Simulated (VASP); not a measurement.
# Ge (Fd-3m) in VASP: notebook

Ge is run at these levels: r2SCAN; tasks: single point.

All numbers are computed with VASP 6.6.1; they aren't measurements. Logs are shortened: lines on timing, memory, paths and dates and some standing lists are left out, and cuts for length are marked.

**Experimental background.**

“Temperature-dependent photoluminescence in Ge: experiment and theory”, 2020, arxiv:2003.00143 reports, for a bulk crystal of Ge at 0 K: band gap 0.744 eV (indirect).

How close the calculation comes is told below.

## (1) The cell of the first run

It takes space group Fd-3m (No. 227, cubic). Conventional cell: a = 5.559 Å, b = 5.559 Å, c = 5.559 Å, α = 90.00°, β = 90.00°, γ = 90.00°. Ge (site symmetry -43m) has 4 Ge at 2.41 Å within 3.2 Å.

## (2) Single point, r2SCAN (21.48 Å³/atom)

File POSCAR:

```
Ge
1.0
    0.0000000000      2.7795796513      2.7795796513
    2.7795796513      0.0000000000      2.7795796513
    2.7795796513      2.7795796513      0.0000000000
Ge
2
Direct
    0.0000000000      0.0000000000      0.0000000000
    0.2500000000      0.2500000000      0.2500000000
```

File INCAR.step1:

```
  PREC = Accurate
  ENCUT = 520
  ISMEAR = 0
  SIGMA = 0.02
  LREAL = False
  LASPH = True
  NELM = 80
  NBANDS = 21
  GGA = PE
  ALGO = Normal
  EDIFF = 1E-4
  LWAVE = True
  LCHARG = False
```

File INCAR.step2:

```
  PREC = Accurate
  ENCUT = 520
  EDIFF = 1E-7
  ISMEAR = 0
  SIGMA = 0.02
  LREAL = False
  LASPH = True
  NELM = 80
  ALGO = Normal
  ISIF = 2
  LWAVE = False
  LCHARG = True
  METAGGA = R2SCAN
  LMIXTAU = True
  LELF = True
  LVHAR = True
  NBANDS = 21
  ISTART = 1
```

File KPOINTS:

```
regular mesh
0
Gamma
  12 12 12
```

Potentials or basis: VASP PAW PBE potentials, release 64 (Ge_d).

Launch:

```bash
$ cat potpaw_PBE.64/Ge_d/POTCAR > POTCAR
$ cp INCAR.step1 INCAR
$ mpirun -np 1 vasp_std > vasp.out
$ cp INCAR.step2 INCAR
$ mpirun -np 1 vasp_std > vasp.out
```

OUTCAR:

```text
PREC = Accurate
   ENCUT = 520
   EDIFF = 1E-7
   ISMEAR = 0
   LREAL = False
   LASPH = True
   NELM = 80
   ISIF = 2
   METAGGA = R2SCAN
   ISTART = 1

 ion  position               nearest neighbor table
   1  0.000  0.000  0.000-   2 2.41   2 2.41   2 2.41   2 2.41
   2  0.250  0.250  0.250-   1 2.41   1 2.41   1 2.41   1 2.41

  LATTYP: Found a face centered cubic cell.
 ALAT       =     5.5591593026

  Lattice vectors:

 A1 = (   0.0000000000,   2.7795796513,   2.7795796513)
 A2 = (   2.7795796513,   0.0000000000,   2.7795796513)
 A3 = (   2.7795796513,   2.7795796513,   0.0000000000)

Analysis of symmetry for initial positions (statically):
=====================================================================
 Subroutine PRICEL returns:
 Original cell was already a primitive cell.

 Routine SETGRP: Setting up the symmetry group for a
 face centered cubic supercell.

 Subroutine GETGRP returns: Found 48 space group operations
 (whereof 24 operations were pure point group operations)
 out of a pool of 48 trial point group operations.

The static configuration has the point symmetry T_d .
 The point group associated with its full space group is O_h .

Analysis of symmetry for dynamics (positions and initial velocities):
=====================================================================
 Subroutine PRICEL returns:
 Original cell was already a primitive cell.

 Routine SETGRP: Setting up the symmetry group for a
 face centered cubic supercell.

 Subroutine GETGRP returns: Found 48 space group operations
 (whereof 24 operations were pure point group operations)
 out of a pool of 48 trial point group operations.

The dynamic configuration has the point symmetry T_d .
 The point group associated with its full space group is O_h .

 Subroutine INISYM returns: Found 48 space group operations
 (whereof 24 operations are pure point group operations),
 and found     1 'primitive' translations

----------------------------------------------------------------------------------------

                                     Primitive cell

  volume of cell :      42.9504

  direct lattice vectors                    reciprocal lattice vectors
     0.000000000  2.779579651  2.779579651    -0.179883314  0.179883314  0.179883314
     2.779579651  0.000000000  2.779579651     0.179883314 -0.179883314  0.179883314
     2.779579651  2.779579651  0.000000000     0.179883314  0.179883314 -0.179883314

  length of vectors
     3.930919241  3.930919241  3.930919241     0.311567040  0.311567040  0.311567040

[... 79 lines left out ...]
   NELM   =     80;   NELMIN=  2; NELMDL=  0     # of ELM steps
   EDIFF  = 0.1E-06   stopping-criterion for ELM
   LREAL  =      F    real-space projection
   EDIFFG = 0.1E-05   stopping-criterion for IOM
   NSW    =      0    number of steps for IOM
   IBRION =     -1    ionic relax: 0-MD 1-quasi-New 2-CG
   NFREE  =      0    steps in history (QN), initial steepest desc. (CG)
   ISIF   =      2    stress and relaxation
   ISYM   =      2    0-nonsym 1-usesym 2-fastsym
   POTIM  = 0.5000    time-step for ionic-motion
   TEBEG  =    0.0;   TEEND  =   0.0 temperature during run
   PSTRESS=    0.0 pullay stress
   NELECT =      28.0000    total number of electrons
   NUPDOWN=      -1.0000    fix difference up-down
   EMIN   =  10.00;   EMAX   =-10.00  energy-range for DOS
   EFERMI =   0.00;   METHOD = LEGACY
   ISMEAR =     0;   SIGMA  =   0.02  broadening in eV -4-tet -1-fermi 0-gaus
   EFERMI_NEDOS =   21; number of points for ismear=-14 and -15
   IALGO  =     38    algorithm
   IMIX   =      4    mixing-type and parameters
     AMIX     =   0.40;   BMIX     =  1.00
     AMIX_MAG =   1.60;   BMIX_MAG =  1.00
  volume/ion in A,a.u.               =      21.48       144.92
  Fermi-wavevector in a.u.,A,eV,Ry     =   1.419510  2.682485 27.415848  2.015008
  Thomas-Fermi vector in A             =   2.540523
   LORBIT       =      0    0 simple, 1 ext, 2 COOP (PROOUT), +10 PAW based schemes
   METAGGA = R2SCAN    functional components
   LHFCALC =     F    Hartree Fock is set to
   AEXX    =    0.0000 exact exchange contribution
   IVDW    =     0    specifies the selected vdW correction
   LEPSILON=     F    determine dielectric tensor
   LRPA    =     F    only Hartree local field effects (RPA)
 non-spin polarized calculation
 Gauss-broadening in eV      SIGMA  =   0.02
  energy-cutoff  :      520.00
  volume of cell :       42.95
 maximum number of plane-waves:      1185
 NGX is ok and might be reduce to    30
   NGX = 15   NGY = 15   NGZ = 15

 number of electron      28.0000005 magnetization

 Free energy of the ion-electron system (eV)
  ---------------------------------------------------
  ext. energy  EPLUGINS =         0.00000000
  ---------------------------------------------------
  free energy    TOTEN  =       -27.70106376 eV

  energy without entropy =      -27.70106376  energy(sigma->0) =      -27.70106376

 E-fermi :   5.5432     XC(G=0): -11.0983

 val. band max:        5.3359584153   @ k =   0.0000   0.0000   0.0000
 cond. band min:       5.9604250107   @ k =   0.5000   0.0000   0.0000
 fundamental gap:      0.6244665954
 Fermi energy:         5.5431909155

 k-point     1 :       0.0000    0.0000    0.0000
  band No.  band energies     occupation
      1     -20.2437      2.00000
      2     -20.2437      2.00000
      3     -20.2437      2.00000
      4     -20.1997      2.00000
      5     -20.1997      2.00000
      6     -19.9512      2.00000
[... 565 lines left out ...]
     20      15.7530      0.00000
     21      16.6109      0.00000

 [... further k-points ...]

------------------------ aborting loop because EDIFF is reached ----------------------------------------

  FORCE on cell =-STRESS in cart. coord.  units (eV):
  Direction    XX          YY          ZZ          XY          YZ          ZX
  --------------------------------------------------------------------------------------
  -------------------------------------------------------------------------------------
  Total        1.3937090      1.3937090      1.3937090     -0.0000000      0.0000000      0.0000000
  in kB       51.9894621     51.9894621     51.9894621     -0.0000000      0.0000000      0.0000000
  external PRESSURE =      51.9894621 kB  Pullay stress =       0.0000000 kB

 VOLUME and BASIS-vectors are now :
 -----------------------------------------------------------------------------
  energy-cutoff  :      520.00
  volume of cell :       42.95
      direct lattice vectors                 reciprocal lattice vectors
     0.000000000  2.779579651  2.779579651    -0.179883314  0.179883314  0.179883314
     2.779579651  0.000000000  2.779579651     0.179883314 -0.179883314  0.179883314
     2.779579651  2.779579651  0.000000000     0.179883314  0.179883314 -0.179883314

 POSITION                                       TOTAL-FORCE (eV/Angst)
 -----------------------------------------------------------------------------------
      0.00000      0.00000      0.00000        -0.000000      0.000000     -0.000000
      1.38979      1.38979      1.38979         0.000000     -0.000000      0.000000
 -----------------------------------------------------------------------------------
    total drift:                                0.000000      0.000000      0.000000

  FREE ENERGIE OF THE ION-ELECTRON SYSTEM (eV)
  ---------------------------------------------------
  free  energy   TOTEN  =       -27.7010637629 eV

  energy  without entropy=      -27.7010637629  energy(sigma->0) =      -27.70106376
```

OSZICAR.step1:

```text
N       E                     dE             d eps       ncg     rms          rms(c)
DAV:   1     0.188319226295E+03    0.18832E+03   -0.14478E+04  3377   0.368E+03
DAV:   2     0.182329283077E+02   -0.17009E+03   -0.16433E+03  3024   0.627E+02
DAV:   3    -0.814348290856E+01   -0.26376E+02   -0.26202E+02  3449   0.142E+02
DAV:   4    -0.901592214580E+01   -0.87244E+00   -0.87203E+00  3419   0.301E+01
DAV:   5    -0.903007216993E+01   -0.14150E-01   -0.14150E-01  3459   0.421E+00    0.344E+00
DAV:   6    -0.895948937933E+01    0.70583E-01   -0.24286E-02  3433   0.136E+00    0.204E+00
DAV:   7    -0.892316679017E+01    0.36323E-01   -0.55401E-02  3578   0.198E+00    0.151E-01
DAV:   8    -0.892491169237E+01   -0.17449E-02   -0.58966E-03  3359   0.854E-01    0.447E-02
DAV:   9    -0.892504000804E+01   -0.12832E-03   -0.18926E-04  2912   0.176E-01    0.152E-02
DAV:  10    -0.892504948131E+01   -0.94733E-05   -0.21935E-05  2052   0.588E-02
   1 F= -.89250495E+01 E0= -.89250495E+01  d E =-.416659E-20
```

It took 10 min on 1 thread of AMD EPYC 7R43 (Zen 3), shared host; peak memory 0.16 GiB.

Results:

```
Free energy            : -27.7011 eV
Pressure               : 5.2 GPa
Band gap on the k mesh : 0.62 eV (least direct gap 0.92 eV)
```

Caveat: the cell stands under pressure; the PAW data sets were made with another functional, which shifts forces and pressure a little. r2SCAN opens gaps a little over a GGA but as a rule still falls short of measured ones.

## (3) Single point, r2SCAN (22.16 Å³/atom)

This run uses another cell than the first one, of 22.16 Å³/atom.

File POSCAR:

```
Ge
1.0
    0.0000000000      2.8088405347      2.8088405347
    2.8088405347      0.0000000000      2.8088405347
    2.8088405347      2.8088405347      0.0000000000
Ge
2
Direct
    0.0000000000      0.0000000000      0.0000000000
    0.2500000000      0.2500000000      0.2500000000
```

File INCAR.step1:

```
  ALGO = Normal
  EDIFF = 1E-4
  ENCUT = 520
  GGA = PE
  ISMEAR = 0
  LASPH = T
  LCHARG = F
  LREAL = F
  LWAVE = T
  NBANDS = 21
  NELM = 60
  PREC = Accurate
  SIGMA = 0.02
```

File INCAR.step2:

```
  ALGO = Normal
  EDIFF = 1E-7
  ENCUT = 520
  ISIF = 2
  ISMEAR = 0
  ISTART = 1
  LASPH = T
  LCHARG = F
  LMIXTAU = T
  LREAL = F
  LWAVE = F
  METAGGA = R2SCAN
  NBANDS = 21
  NELM = 60
  PREC = Accurate
  SIGMA = 0.02
```

File KPOINTS:

```
k-points
0
Gamma
  12 12 12
```

Potentials or basis: VASP PAW PBE potentials, release 64 (Ge_d).

Launch:

```bash
$ cat potpaw_PBE.64/Ge_d/POTCAR > POTCAR
$ cp INCAR.step1 INCAR
$ mpirun -np 1 vasp_std > vasp.out
$ cp INCAR.step2 INCAR
$ mpirun -np 1 vasp_std > vasp.out
```

Wall time 8.3 min (1 thread of AMD EPYC 7R43 (Zen 3), shared host); peak memory 0.16 GiB.

Results (log left out):

```yaml
Free_energy: -27.7338 eV
Pressure: 2.4 GPa
Band_gap_on_the_k_mesh: 0.52 eV (least direct gap 0.61 eV)
```

Levels at points of the mesh, in eV from the valence-band top:
```csv
k point,band 12,band 13,band 14,band 15,band 16,band 17
"(0.00, 0.00, 0.00)",0.00,0.00,0.00,0.61,2.72,2.72
"(0.50, 0.00, 0.00)",-7.97,-1.52,-1.52,0.52,4.01,4.01
"(0.50, 0.50, 0.00)",-9.30,-3.31,-3.31,0.95,0.95,10.29
```

Caveat: the PAW data sets were made with another functional, which shifts forces and pressure a little. A k mesh can miss the band edges.

## (4) Single point, r2SCAN

This run uses another cell than the first one, of 22.85 Å³/atom.

File POSCAR:

```
Ge
1.0
    0.0000000000      2.8375041525      2.8375041525
    2.8375041525      0.0000000000      2.8375041525
    2.8375041525      2.8375041525      0.0000000000
Ge
2
Direct
    0.0000000000      0.0000000000      0.0000000000
    0.2500000000      0.2500000000      0.2500000000
```

File INCAR.step1:

```
SYSTEM = Ge
ALGO = Normal ; EDIFF = 1E-4
ENCUT = 520 ; GGA = PE
ISMEAR = 0 ; LASPH = .True.
LCHARG = .False. ; LREAL = .False.
LWAVE = .True. ; NBANDS = 21
NELM = 60 ; PREC = Accurate
SIGMA = 0.02
```

File INCAR.step2:

```
SYSTEM = Ge
ALGO = Normal ; EDIFF = 1E-6
ENCUT = 520 ; ISIF = 2
ISMEAR = 0 ; ISTART = 1
LASPH = .True. ; LCHARG = .False.
LMIXTAU = .True. ; LREAL = .False.
LWAVE = .False. ; METAGGA = R2SCAN
NBANDS = 21 ; NELM = 60
PREC = Accurate ; SIGMA = 0.02
```

File KPOINTS:

```
k-points
0
Gamma
  12 12 12
  0 0 0
```

Launch:

```bash
$ cat potpaw_PBE.64/Ge_d/POTCAR > POTCAR
$ cp INCAR.step1 INCAR
$ mpirun -np 1 vasp_std > vasp.out
$ cp INCAR.step2 INCAR
$ mpirun -np 1 vasp_std > vasp.out
```

It took 6.3 min on 1 thread of AMD EPYC 7R43 (Zen 3), shared host; peak memory 0.16 GiB.

The run converged. Its results:

```yaml
Free_energy: -27.7444 eV
Pressure: 0.1 GPa
Band_gap_on_the_k_mesh: 0.32 eV
```

Levels at points of the mesh, in eV from the valence-band top:
| k point | band 11 | band 12 | band 13 | band 14 | band 15 | band 16 | band 17 | band 18 |
| --- | --- | --- | --- | --- | --- | --- | --- | --- |
| (0.00, 0.00, 0.00) | -13.23 | 0.00 | 0.00 | 0.00 | 0.32 | 2.71 | 2.71 | 2.71 |
| (0.50, 0.00, 0.00) | -11.06 | -7.82 | -1.47 | -1.47 | 0.41 | 3.99 | 3.99 | 7.65 |
| (0.50, 0.50, 0.00) | -9.18 | -9.18 | -3.19 | -3.19 | 0.98 | 0.98 | 10.03 | 10.03 |

Caveat: the PAW data sets were made with another functional, which shifts forces and pressure a little.

## (5) Overview

```tsv
cell	gap on the mesh (eV)	pressure (GPa)
a = 3.931 Å, angles 60.0°, 2 atoms	0.62	5.2
a = 3.972 Å, angles 60.0°, 2 atoms	0.52	2.4
a = 4.013 Å, angles 60.0°, 2 atoms	0.32	0.1
```

Alike in all rows: task single point; level r2SCAN; potentials or basis VASP PAW PBE potentials, release 64 (Ge_d); no spin polarisation; k mesh 12 × 12 × 12; cutoff (eV) 520; smearing gaussian 0.02 eV.

Caveats: the PAW data sets were made with another functional, which shifts forces and pressure a little; the cell stands under pressure (at least some runs).

Absolute energies hang on the potentials; compare differences alone.

## (6) Against experiment

Step 4. A measured gap of Ge is 0.744 eV (indirect; 0 K; “Temperature-dependent photoluminescence in Ge: experiment and theory”, 2020, arxiv:2003.00143); the calculated 0.32 eV misses it by -0.43 eV. 3 values of this kind are on record (0.666 to 0.807 eV); this one was drawn at random among those near their median. Spin-orbit coupling on Ge is left out. The value is that of r2SCAN on a finite k mesh, which can miss the band edges, without temperature or zero-point motion.
